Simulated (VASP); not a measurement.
A run of VASP 6.6.1 is set up as follows.

Contents of INCAR:

```
SYSTEM = Si7C8
PREC = Accurate ; ENCUT = 520
EDIFF = 1E-7 ; ISMEAR = 0
SIGMA = 0.05 ; LREAL = Auto
LASPH = .True. ; NELM = 100
ALGO = Fast ; ISIF = 2
LWAVE = .False. ; LCHARG = .False.
GGA = PE ; NBANDS = 43
NELECT = 64.0
```

The input KPOINTS:

```
Automatic mesh
0
Gamma
  6 6 6
  0 0 0
```

Contents of POSCAR:

```
Si7C8
1.0
   -1.5458832052      2.6775482539     -5.0740211779
   -1.5458832052      2.6775482539      5.0740211779
    6.1835328207      0.0000000000      0.0000000000
Si C
7 8
Direct
    0.5316929776      0.5770422249      0.1087352025
    0.3196127427      0.3098693936      0.6294821363
    0.8516543665      0.8422505261      0.6939048926
    0.9245375405      0.4067641249      0.3313016654
    0.3886397631      0.9393376036      0.3279773668
    0.9132286297      0.4229398949      0.8419615724
    0.4190216775      0.9287329426      0.8419615724
    0.1615311970      0.5420537055      0.1650539143
    0.6230002088      0.0035227173      0.1650539143
    0.1482459148      0.5228478607      0.6710937755
    0.6527640972      0.0220448351      0.6748089323
    0.7703586869      0.6110689906      0.3814276775
    0.2158602580      0.1078945281      0.3237547861
    0.7072212191      0.5868288095      0.8384079625
    0.2515791530      0.1311867434      0.8384079625
```

Potentials or basis: VASP PAW PBE potentials, release 64 (Si, C).

Command:

```bash
$ cat potpaw_PBE.64/Si/POTCAR potpaw_PBE.64/C/POTCAR > POTCAR
$ mpirun -np 1 vasp_std > vasp.out
```

**Question.** Predict the largest force.

**Answer.** 0.020 eV/Å.

Forces in eV/Å, atoms in the order of the input:
```
Si   0.005  0.003 -0.002
Si   0.017  0.010  0.002
Si   0.003  0.002  0.013
Si  -0.003 -0.002 -0.009
Si  -0.005 -0.003 -0.018
Si   0.004  0.000 -0.009
Si   0.002  0.003 -0.009
C    0.002  0.001  0.010
C    0.002  0.002  0.010
C   -0.003 -0.002 -0.014
C   -0.002 -0.001  0.009
C   -0.006 -0.004 -0.004
C   -0.015 -0.009  0.005
C   -0.001  0.001  0.009
C    0.000 -0.001  0.009
```

Caveat: the cell carries a net charge on a neutralising background, which shifts energy and pressure; the cell differs from its parent crystal (atoms taken out, then relaxed in part).
